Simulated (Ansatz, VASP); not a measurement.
**Si2Bi2Te in VASP and in Ansatz**

The input INCAR:

```
SYSTEM = Si2Bi2Te
ALGO = Normal
EDIFF = 1E-6
EDIFFG = -0.04
ENCUT = 600
GGA = PE
IBRION = 2
ISIF = 3
ISMEAR = 0
LASPH = .True.
LCHARG = .False.
LREAL = .False.
LWAVE = .False.
NELM = 80
NSW = 90
PREC = Accurate
SIGMA = 0.1
```

The input KPOINTS:

```
k-points
0
Gamma
  4 4 4
  0 0 0
```

POSCAR

```
Si2Bi2Te
1.0
   -3.3460790900      3.3460790900      3.4433603300
    3.3460790900     -3.3460790900      3.4433603300
    3.3460790900      3.3460790900     -3.4433603300
Si Bi Te
2 2 1
Direct
    0.8010768000      0.8010768000      0.0000000000
    0.1989232000      0.1989232000      0.0000000000
    0.5000000000      0.0000000000      0.5000000000
    0.0000000000      0.5000000000      0.5000000000
    0.5000000000      0.5000000000      0.0000000000
```

Input for Ansatz:

```yaml
crystal:
  lattice:
    - [-3.34607909, 3.34607909, 3.44336033]
    - [3.34607909, -3.34607909, 3.44336033]
    - [3.34607909, 3.34607909, -3.44336033]
  atoms:
    - { symbol: Si, position: [0.8010768, 0.8010768, 0.0] }
    - { symbol: Si, position: [0.1989232, 0.1989232, 0.0] }
    - { symbol: Bi, position: [0.5, 0.0, 0.5] }
    - { symbol: Bi, position: [0.0, 0.5, 0.5] }
    - { symbol: Te, position: [0.5, 0.5, 0.0] }
basis:
  ecutwfc: 420
kpoints:
  mp_grid: { grid: [4, 4, 4] }
hamiltonian:
  xc: pbe
scf:
  occupations: { method: gaussian, width: 0.1 }
  lower_state_search: "off"
output:
  forces: true
  stress: true
  eigenvalues: true
relax:
  adjacent_minimum: "off"
  f_tol: 0.04
  max_steps: 70
  cell: { stress_tol: 0.4 }
```

Alike in both runs: task relaxation of cell and atoms; functional PBE; k mesh 4 × 4 × 4; occupations gaussian, width 0.1 eV; no spin polarisation.

```csv
,VASP,Ansatz
version,VASP 6.6.1,Ansatz 0.2.0
potentials or method,"VASP PAW PBE potentials, release 64 (Si, Bi_d, Te), cutoff 600 eV","scalar-relativistic, plane waves, PAW"
valence electrons in the cell,44,54
```

```csv
,VASP,Ansatz,Ansatz less VASP
"gap on the k mesh at the Fermi level, each at its own relaxed structure (eV)",none,none,-
relaxed volume (Å³/atom),30.13,30.12,-0.015
relaxed cell length with the largest relative difference (Å),5.881,5.878,-0.0028
```

A gap of «none» marks a metal or a gap that the smearing closes. VASP's potentials hold 44 valence electrons a cell and Ansatz's 54, so a difference there can come from the potentials and not from the codes.

Neither program's run includes spin-orbit coupling. Noted on VASP's run: too few bands were computed for a metal, which touches its energy and stress.
